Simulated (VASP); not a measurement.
Set up this calculation in VASP 6.6.1, as the native input.

| Item | Value |
| --- | --- |
| Task | single point |
| Functional | PBEsol |
| Potentials or basis | VASP PAW PBE potentials, release 64 (Ba_sv, Ti_sv, O) |
| Cutoff | 520 eV |
| k mesh | 7 × 7 × 7 |
| Occupations | fermi-dirac, width 0.03 eV |
| Spin | no spin polarisation |
| Dipole correction | no |
| Further INCAR settings | ALGO = Normal; EDIFF = 1e-06; NBANDS = 28 |

The structure of BaTiO3 lies in POSCAR:

```
BaTiO3
1.0
    3.9729548958      0.0000000000      0.0000000000
    0.0000000000      3.9729548958      0.0000000000
    0.0000000000      0.0000000000      3.9910327445
Ba Ti O
1 1 3
Direct
    0.0000000000      0.0000000000      0.0000000000
    0.5000000000      0.5000000000      0.5000000000
    0.5000000000      0.5000000000      0.0000000000
    0.5000000000      0.0000000000      0.5000000000
    0.0000000000      0.5000000000      0.5000000000
```

This cell differs from its parent crystal: volume scaled by 0.98.

One way to write it, as run:

INCAR

```
SYSTEM = BaTiO3
ALGO = Normal
EDIFF = 1E-6
ENCUT = 520
GGA = PS
ISIF = 2
ISMEAR = -1
LASPH = .True.
LCHARG = .True.
LELF = .True.
LREAL = .False.
LVHAR = .True.
LWAVE = .False.
NBANDS = 28
NELM = 80
PREC = Accurate
SIGMA = 0.03
```

KPOINTS

```
k-points
0
Gamma
  7 7 7
  0 0 0
```

Potentials or basis: VASP PAW PBE potentials, release 64 (Ba_sv, Ti_sv, O).

Run with:

```console
$ cat potpaw_PBE.64/Ba_sv/POTCAR potpaw_PBE.64/Ti_sv/POTCAR potpaw_PBE.64/O/POTCAR > POTCAR
$ mpirun -np 1 vasp_std > vasp.out
```

It gave:

```
Pressure               : 0.8 GPa
Band gap on the k mesh : 1.79 eV, indirect (least direct gap 1.85 eV)
```

Caveat: the PAW data sets were made with another functional, which shifts forces and pressure a little; spin-orbit coupling is left out, which moves the levels of the heavy elements.

Run time: 74 s on 1 thread of Intel Xeon 6975P-C, on a shared host, peak memory 0.22 GiB.
